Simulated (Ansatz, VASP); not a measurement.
# GaAs: VASP beside Ansatz

```xyz
2
Lattice="0.0000 2.7691 2.7691 2.7691 0.0000 2.7691 2.7691 2.7691 0.0000" Properties=species:S:1:pos:R:3 pbc="T T T"
As    4.1537    4.1537    4.1537
Ga    0.0000    0.0000    0.0000
```

Alike in both runs: task single point; functional PBEsol; dispersion D3(BJ); k mesh 8 × 8 × 8; occupations fermi-dirac, width 0.05 eV; no spin polarisation.

```csv
,VASP,Ansatz
version,VASP 6.6.1,Ansatz 0.2.0
potentials or method,"VASP PAW PBE potentials, release 64 (As, Ga_d)",Ansatz PAW
plane-wave cutoff (eV),520,420
valence electrons in the cell,18,28
```

|  | VASP | Ansatz | Ansatz less VASP |
| --- | --- | --- | --- |
| gap on the k mesh at the Fermi level (eV) | 0.93 | 0.91 | -0.018 |
| least direct gap on the mesh (eV) | 0.93 | 0.91 | -0.018 |
| pressure (GPa) | 3.0 | 2.8 | -0.21 |

VASP's potentials were made for PBE, not for PBEsol. VASP's potentials hold 18 valence electrons a cell and Ansatz's 28, so a difference there can come from the potentials and not from the codes.
